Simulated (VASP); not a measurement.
# SiC (F-43m) in VASP: a series of runs

Aim: see how the results for SiC move with the level of theory and the settings. Levels: PBE, HSE06. Tasks: single point.

Program: VASP 6.6.1. These are calculated values, not measurements. Logs are shortened: lines on timing, memory, paths and dates and some standing lists are left out, and cuts for length are marked.

**1. The cell of the first run**

Symmetry: F-43m, No. 216, cubic system. Conventional cell: a = 4.487 Å, b = 4.487 Å, c = 4.487 Å, α = 90.00°, β = 90.00°, γ = 90.00°. Si (site symmetry -43m) has 4 C at 1.94 Å within 2.6 Å. C (site symmetry -43m) has 4 Si at 1.94 Å within 2.6 Å.

**2. Single point, PBE (strain +3.0%)**

INCAR reads:

```
SYSTEM = SiC
ALGO = Normal ; EDIFF = 1E-6
ENCUT = 520 ; GGA = PE
ISIF = 2 ; ISMEAR = 0
LASPH = .True. ; LCHARG = .False.
LREAL = .False. ; LWAVE = .False.
NBANDS = 11 ; NELM = 60
PREC = Accurate ; SIGMA = 0.01
```

KPOINTS reads:

```
k-points
0
Gamma
  6 6 6
  0 0 0
```

POSCAR reads:

```
SiC
1.0
    0.0000000000      2.2433939216      2.2433939216
    2.2433939216      0.0000000000      2.2433939216
    2.2433939216      2.2433939216      0.0000000000
Si C
1 1
Direct
    0.0000000000      0.0000000000      0.0000000000
    0.2500000000      0.2500000000      0.2500000000
```

Potentials or basis: VASP PAW PBE potentials, release 64 (Si, C).

Run with:

```sh
> cat potpaw_PBE.64/Si/POTCAR potpaw_PBE.64/C/POTCAR > POTCAR
> mpirun -np 1 vasp_std > vasp.out
```

OUTCAR:

```text
SYSTEM = SiC
   EDIFF = 1E-6
   ENCUT = 520
   GGA = PE
   ISIF = 2
   ISMEAR = 0
   LASPH = .True.
   LREAL = .False.
   NELM = 60
   PREC = Accurate

 ion  position               nearest neighbor table
   1  0.000  0.000  0.000-   2 1.94   2 1.94   2 1.94   2 1.94
   2  0.250  0.250  0.250-   1 1.94   1 1.94   1 1.94   1 1.94

  LATTYP: Found a face centered cubic cell.
 ALAT       =     4.4867878432

  Lattice vectors:

 A1 = (   0.0000000000,   2.2433939216,   2.2433939216)
 A2 = (   2.2433939216,   0.0000000000,   2.2433939216)
 A3 = (   2.2433939216,   2.2433939216,   0.0000000000)

Analysis of symmetry for initial positions (statically):
=====================================================================
 Subroutine PRICEL returns:
 Original cell was already a primitive cell.

 Routine SETGRP: Setting up the symmetry group for a
 face centered cubic supercell.

 Subroutine GETGRP returns: Found 24 space group operations
 (whereof 24 operations were pure point group operations)
 out of a pool of 48 trial point group operations.

The static configuration has the point symmetry T_d .

Analysis of symmetry for dynamics (positions and initial velocities):
=====================================================================
 Subroutine PRICEL returns:
 Original cell was already a primitive cell.

 Routine SETGRP: Setting up the symmetry group for a
 face centered cubic supercell.

 Subroutine GETGRP returns: Found 24 space group operations
 (whereof 24 operations were pure point group operations)
 out of a pool of 48 trial point group operations.

The dynamic configuration has the point symmetry T_d .

 Subroutine INISYM returns: Found 24 space group operations
 (whereof 24 operations are pure point group operations),
 and found     1 'primitive' translations

----------------------------------------------------------------------------------------

                                     Primitive cell

  volume of cell :      22.5812

  direct lattice vectors                    reciprocal lattice vectors
     0.000000000  2.243393922  2.243393922    -0.222876596  0.222876596  0.222876596
     2.243393922  0.000000000  2.243393922     0.222876596 -0.222876596  0.222876596
     2.243393922  2.243393922  0.000000000     0.222876596  0.222876596 -0.222876596

  length of vectors
     3.172638110  3.172638110  3.172638110     0.386033588  0.386033588  0.386033588

  position of ions in fractional coordinates (direct lattice)
     0.000000000  0.000000000  0.000000000
[... 76 lines left out ...]
   ISYM   =      2    0-nonsym 1-usesym 2-fastsym
   POTIM  = 0.5000    time-step for ionic-motion
   TEBEG  =    0.0;   TEEND  =   0.0 temperature during run
   PSTRESS=    0.0 pullay stress
   NELECT =       8.0000    total number of electrons
   NUPDOWN=      -1.0000    fix difference up-down
   EMIN   =  10.00;   EMAX   =-10.00  energy-range for DOS
   EFERMI =   0.00;   METHOD = LEGACY
   ISMEAR =     0;   SIGMA  =   0.01  broadening in eV -4-tet -1-fermi 0-gaus
   EFERMI_NEDOS =   21; number of points for ismear=-14 and -15
   IALGO  =     38    algorithm
   IMIX   =      4    mixing-type and parameters
     AMIX     =   0.40;   BMIX     =  1.00
     AMIX_MAG =   1.60;   BMIX_MAG =  1.00
  volume/ion in A,a.u.               =      11.29        76.19
  Fermi-wavevector in a.u.,A,eV,Ry     =   1.158393  2.189046 18.257311  1.341875
  Thomas-Fermi vector in A             =   2.294996
   LORBIT       =      0    0 simple, 1 ext, 2 COOP (PROOUT), +10 PAW based schemes
   GGA     = PE    functional components
   LHFCALC =     F    Hartree Fock is set to
   AEXX    =    0.0000 exact exchange contribution
   IVDW    =     0    specifies the selected vdW correction
   LEPSILON=     F    determine dielectric tensor
   LRPA    =     F    only Hartree local field effects (RPA)
 non-spin polarized calculation
 Gauss-broadening in eV      SIGMA  =   0.01
  energy-cutoff  :      520.00
  volume of cell :       22.58
 maximum number of plane-waves:       620
   NGX = 11   NGY = 11   NGZ = 11

 number of electron       7.9999999 magnetization

 Free energy of the ion-electron system (eV)
  ---------------------------------------------------
  ext. energy  EPLUGINS =         0.00000000
  ---------------------------------------------------
  free energy    TOTEN  =       -14.98085915 eV

  energy without entropy =      -14.98085915  energy(sigma->0) =      -14.98085915

 E-fermi :   7.2193     XC(G=0): -10.9764

 val. band max:        7.1631942394   @ k =   0.0000   0.0000   0.0000
 cond. band min:       8.5895630010   @ k =   0.5000   0.5000   0.0000
 fundamental gap:      1.4263687616
 Fermi energy:         7.2192814494

 k-point     1 :       0.0000    0.0000    0.0000
  band No.  band energies     occupation
      1      -7.5742      2.00000
      2       7.1632      2.00000
      3       7.1632      2.00000
      4       7.1632      2.00000
      5      12.3804      0.00000
      6      13.8835      0.00000
      7      13.8835      0.00000
      8      13.8835      0.00000
      9      21.1667      0.00000
     10      21.1667      0.00000
     11      22.3285      0.00000
[... 197 lines left out ...]
 k-point    16 :      -0.3333    0.5000    0.1667
  band No.  band energies     occupation
      1      -2.8148      2.00000
      2       0.0549      2.00000
      3       2.9651      2.00000
      4       3.0771      2.00000
      5      11.0610      0.00000
      6      13.7488      0.00000
      7      17.2393      0.00000
      8      18.5303      0.00000
      9      20.3272      0.00000
     10      24.0255      0.00000
     11      26.7972      0.00000

------------------------ aborting loop because EDIFF is reached ----------------------------------------

  FORCE on cell =-STRESS in cart. coord.  units (eV):
  Direction    XX          YY          ZZ          XY          YZ          ZX
  --------------------------------------------------------------------------------------
  -------------------------------------------------------------------------------------
  Total       -1.8810780     -1.8810780     -1.8810780      0.0000000      0.0000000      0.0000000
  in kB     -133.4660428   -133.4660428   -133.4660428      0.0000000      0.0000000      0.0000000
  external PRESSURE =    -133.4660428 kB  Pullay stress =       0.0000000 kB

 VOLUME and BASIS-vectors are now :
 -----------------------------------------------------------------------------
  energy-cutoff  :      520.00
  volume of cell :       22.58
      direct lattice vectors                 reciprocal lattice vectors
     0.000000000  2.243393922  2.243393922    -0.222876596  0.222876596  0.222876596
     2.243393922  0.000000000  2.243393922     0.222876596 -0.222876596  0.222876596
     2.243393922  2.243393922  0.000000000     0.222876596  0.222876596 -0.222876596

 POSITION                                       TOTAL-FORCE (eV/Angst)
 -----------------------------------------------------------------------------------
      0.00000      0.00000      0.00000        -0.000000     -0.000000     -0.000000
      1.12170      1.12170      1.12170         0.000000      0.000000      0.000000
 -----------------------------------------------------------------------------------
    total drift:                                0.000000      0.000000      0.000000

  FREE ENERGIE OF THE ION-ELECTRON SYSTEM (eV)
  ---------------------------------------------------
  free  energy   TOTEN  =       -14.9808591466 eV

  energy  without entropy=      -14.9808591466  energy(sigma->0) =      -14.98085915
```

OSZICAR:

```text
N       E                     dE             d eps       ncg     rms          rms(c)
DAV:   1     0.331934052159E+00    0.33193E+00   -0.39185E+03   376   0.605E+02
DAV:   2    -0.161321241283E+02   -0.16464E+02   -0.16038E+02   442   0.998E+01
DAV:   3    -0.166118425608E+02   -0.47972E+00   -0.47832E+00   430   0.138E+01
DAV:   4    -0.166140258184E+02   -0.21833E-02   -0.21831E-02   411   0.114E+00
DAV:   5    -0.166140362550E+02   -0.10437E-04   -0.10437E-04   427   0.759E-02    0.797E+00
DAV:   6    -0.150147240584E+02    0.15993E+01   -0.63480E+00   382   0.109E+01    0.345E+00
DAV:   7    -0.149876204016E+02    0.27104E-01   -0.28769E-01   421   0.314E+00    0.164E+00
DAV:   8    -0.149806077436E+02    0.70127E-02   -0.18539E-02   394   0.910E-01    0.169E-01
DAV:   9    -0.149807285839E+02   -0.12084E-03   -0.17353E-03   439   0.231E-01    0.108E-01
DAV:  10    -0.149808556380E+02   -0.12705E-03   -0.27867E-04   394   0.984E-02    0.255E-02
DAV:  11    -0.149808585387E+02   -0.29007E-05   -0.52306E-05   424   0.357E-02    0.683E-03
DAV:  12    -0.149808591466E+02   -0.60787E-06   -0.21763E-06   347   0.912E-03
   1 F= -.14980859E+02 E0= -.14980859E+02  d E =-.170597E-17
```

stdout:

```text
POSCAR found type information on POSCAR SiC
 POSCAR found :  2 types and       2 ions
 scaLAPACK will be used
 LDA part: xc-table for (Slater+PW92), standard interpolation
 POSCAR, INCAR and KPOINTS ok, starting setup
 FFT: planning ... GRIDC
 FFT: planning ... GRID_SOFT
 FFT: planning ... GRID
 WAVECAR not read
 entering main loop
```

It took 5.1 s on 1 thread of AMD EPYC 7R43 (Zen 3), shared host; peak memory 0.09 GiB.

Results:

```yaml
Free_energy: -14.9809 eV
Pressure: -13.3 GPa
Band_gap_on_the_k_mesh: 1.43 eV (least direct gap 4.44 eV)
```

Levels at points of the mesh, in eV from the valence-band top:
```
           k point  band 2  band 3  band 4  band 5  band 6  band 7
(0.00, 0.00, 0.00)    0.00    0.00    0.00    5.22    6.72    6.72
(0.50, 0.00, 0.00)   -8.08   -1.03   -1.03    4.66    6.87    6.87
(0.50, 0.50, 0.00)   -7.54   -3.02   -3.02    1.43    4.02   13.03
```

Caveat: the cell differs from its parent crystal (strain +3.0%); the cell stands under tension. A k mesh can miss the band edges.

**3. Single point, PBE (strain +4.0%)**

INCAR reads:

```
  ALGO = Normal
  EDIFF = 1E-6
  ENCUT = 520
  GGA = PE
  ISIF = 2
  ISMEAR = 0
  LASPH = True
  LCHARG = False
  LREAL = False
  LWAVE = False
  NBANDS = 11
  NELM = 80
  PREC = Accurate
  SIGMA = 0.01
```

KPOINTS reads:

```
k-points
0
Gamma
  6 6 6
```

POSCAR reads:

```
SiC
1.0
    0.0000000000      2.2651744451      2.2651744451
    2.2651744451      0.0000000000      2.2651744451
    2.2651744451      2.2651744451      0.0000000000
Si C
1 1
Direct
    0.0000000000      0.0000000000      0.0000000000
    0.2500000000      0.2500000000      0.2500000000
```

Potentials or basis: VASP PAW PBE potentials, release 64 (Si, C).

Run with:

```sh
> cat potpaw_PBE.64/Si/POTCAR potpaw_PBE.64/C/POTCAR > POTCAR
> mpirun -np 1 vasp_std > vasp.out
```

Wall time 5.1 s (1 thread of AMD EPYC 7R43 (Zen 3), shared host); peak memory 0.1 GiB.

It converged, with:

```yaml
Free_energy: -14.9166 eV
Pressure: -17.6 GPa
Band_gap_on_the_k_mesh: 1.45 eV (least direct gap 4.41 eV)
```

Levels at points of the mesh, in eV from the valence-band top:
| k point | band 1 | band 2 | band 3 | band 4 | band 5 | band 6 | band 7 | band 8 | band 9 |
| --- | --- | --- | --- | --- | --- | --- | --- | --- | --- |
| (0.00, 0.00, 0.00) | -14.52 | 0.00 | 0.00 | 0.00 | 4.88 | 6.54 | 6.54 | 6.54 | 13.85 |
| (0.50, 0.00, 0.00) | -11.37 | -7.93 | -1.02 | -1.02 | 4.41 | 6.76 | 6.76 | 9.41 | 14.89 |
| (0.50, 0.50, 0.00) | -10.03 | -7.45 | -2.96 | -2.96 | 1.45 | 3.93 | 12.71 | 12.71 | 13.33 |

Caveat: the cell differs from its parent crystal (strain +4.0%); the cell stands under tension. A k mesh can miss the band edges.

**4. Single point, HSE06 (strain -3.0%)**

POSCAR reads:

```
SiC
1.0
    0.0000000000      2.1127107805      2.1127107805
    2.1127107805      0.0000000000      2.1127107805
    2.1127107805      2.1127107805      0.0000000000
Si C
1 1
Direct
    0.0000000000      0.0000000000      0.0000000000
    0.2500000000      0.2500000000      0.2500000000
```

INCAR.step1 reads:

```
PREC = Accurate ; ENCUT = 520
EDIFF = 1E-5 ; ISMEAR = 0
SIGMA = 0.01 ; LREAL = False
LASPH = True ; NELM = 100
ALGO = Normal ; ISIF = 2
LWAVE = True ; LCHARG = False
NBANDS = 11 ; GGA = PE
```

INCAR.step2 reads:

```
PREC = Accurate ; ENCUT = 520
EDIFF = 1E-7 ; ISMEAR = 0
SIGMA = 0.01 ; LREAL = False
LASPH = True ; NELM = 100
ALGO = Normal ; ISIF = 2
LWAVE = False ; LCHARG = False
GGA = PE ; LHFCALC = True
HFSCREEN = 0.2079 ; PRECFOCK = Normal
NBANDS = 11 ; ISTART = 1
```

KPOINTS reads:

```
Automatic mesh
0
Gamma
  8 8 8
```

Potentials or basis: VASP PAW PBE potentials, release 64 (Si, C).

Run with:

```sh
> cat potpaw_PBE.64/Si/POTCAR potpaw_PBE.64/C/POTCAR > POTCAR
> cp INCAR.step1 INCAR
> mpirun -np 1 vasp_std > vasp.out
> cp INCAR.step2 INCAR
> mpirun -np 1 vasp_std > vasp.out
```

OUTCAR:

```text
PREC = Accurate
   ENCUT = 520
   EDIFF = 1E-7
   ISMEAR = 0
   LREAL = False
   LASPH = True
   NELM = 100
   ISIF = 2
   GGA = PE
   LHFCALC = True
   HFSCREEN = 0.2079
   PRECFOCK = Normal
   ISTART = 1

 ion  position               nearest neighbor table
   1  0.000  0.000  0.000-   2 1.83   2 1.83   2 1.83   2 1.83
   2  0.250  0.250  0.250-   1 1.83   1 1.83   1 1.83   1 1.83

  LATTYP: Found a face centered cubic cell.
 ALAT       =     4.2254215610

  Lattice vectors:

[... 530 lines left out ...]
 [... further k-points ...]

------------------------ aborting loop because EDIFF is reached ----------------------------------------

  FORCE on cell =-STRESS in cart. coord.  units (eV):
  Direction    XX          YY          ZZ          XY          YZ          ZX
  --------------------------------------------------------------------------------------
  -------------------------------------------------------------------------------------
  Total        2.7272366      2.7272366      2.7272366      0.0000000      0.0000000     -0.0000000
  in kB      231.6771776    231.6771776    231.6771776      0.0000000      0.0000000     -0.0000000
  external PRESSURE =     231.6771776 kB  Pullay stress =       0.0000000 kB

 VOLUME and BASIS-vectors are now :
 -----------------------------------------------------------------------------
  energy-cutoff  :      520.00
  volume of cell :       18.86
      direct lattice vectors                 reciprocal lattice vectors
     0.000000000  2.112710781  2.112710781    -0.236662777  0.236662777  0.236662777
     2.112710781  0.000000000  2.112710781     0.236662777 -0.236662777  0.236662777
     2.112710781  2.112710781  0.000000000     0.236662777  0.236662777 -0.236662777

 POSITION                                       TOTAL-FORCE (eV/Angst)
 -----------------------------------------------------------------------------------
      0.00000      0.00000      0.00000        -0.000000     -0.000000      0.000000
      1.05636      1.05636      1.05636         0.000000      0.000000     -0.000000
 -----------------------------------------------------------------------------------
    total drift:                               -0.000000     -0.000000     -0.000000

  FREE ENERGIE OF THE ION-ELECTRON SYSTEM (eV)
  ---------------------------------------------------
  free  energy   TOTEN  =       -17.3106376724 eV

  energy  without entropy=      -17.3106376724  energy(sigma->0) =      -17.31063767
```

Run time: 16 min. Hardware: 1 thread of Intel Xeon Platinum 8488C (Sapphire Rapids), shared host; peak memory 0.25 GiB.

What came out:

* Free energy: -17.3106 eV
* Pressure: 23.2 GPa
* Band gap on the k mesh: 2.17 eV (least direct gap 5.85 eV)

Levels at points of the mesh, in eV from the valence-band top:
| k point | band 1 | band 2 | band 3 | band 4 | band 5 | band 6 | band 7 | band 8 | band 9 |
| --- | --- | --- | --- | --- | --- | --- | --- | --- | --- |
| (0.00, 0.00, 0.00) | -17.77 | 0.00 | 0.00 | 0.00 | 8.71 | 9.32 | 9.32 | 9.32 | 16.71 |
| (0.50, 0.00, 0.00) | -13.54 | -9.91 | -1.17 | -1.17 | 7.57 | 8.91 | 8.91 | 12.11 | 19.19 |
| (0.50, 0.50, 0.00) | -11.88 | -8.86 | -3.68 | -3.68 | 2.17 | 5.75 | 17.11 | 17.11 | 18.14 |

Caveat: the cell differs from its parent crystal (strain -3.0%); the cell stands under pressure; the PAW data sets were made with another functional, which shifts forces and pressure a little. A k mesh can miss the band edges.

**5. Summary**

| level | cell | k mesh | grid for exact exchange (PRECFOCK) | share of exact exchange | screening parameter | gap on the mesh (eV) | pressure (GPa) |
| --- | --- | --- | --- | --- | --- | --- | --- |
| PBE | a = 3.173 Å, angles 60.0°, 2 atoms | 6 × 6 × 6 | - | - | - | 1.43 | -13.3 |
| PBE | a = 3.203 Å, angles 60.0°, 2 atoms | 6 × 6 × 6 | - | - | - | 1.45 | -17.6 |
| HSE06 | a = 2.988 Å, angles 60.0°, 2 atoms | 8 × 8 × 8 | Normal | 0.25 | 0.2079 1/Å | 2.17 | 23.2 |

Alike in all rows: task single point; potentials or basis VASP PAW PBE potentials, release 64 (Si, C); no spin polarisation; cutoff (eV) 520; smearing gaussian 0.01 eV.

Caveats: the cell stands under tension (at least some runs); the cell stands under pressure (at least some runs); the PAW data sets were made with another functional, which shifts forces and pressure a little (at least some runs).

Absolute energies hang on the potentials; compare differences alone.
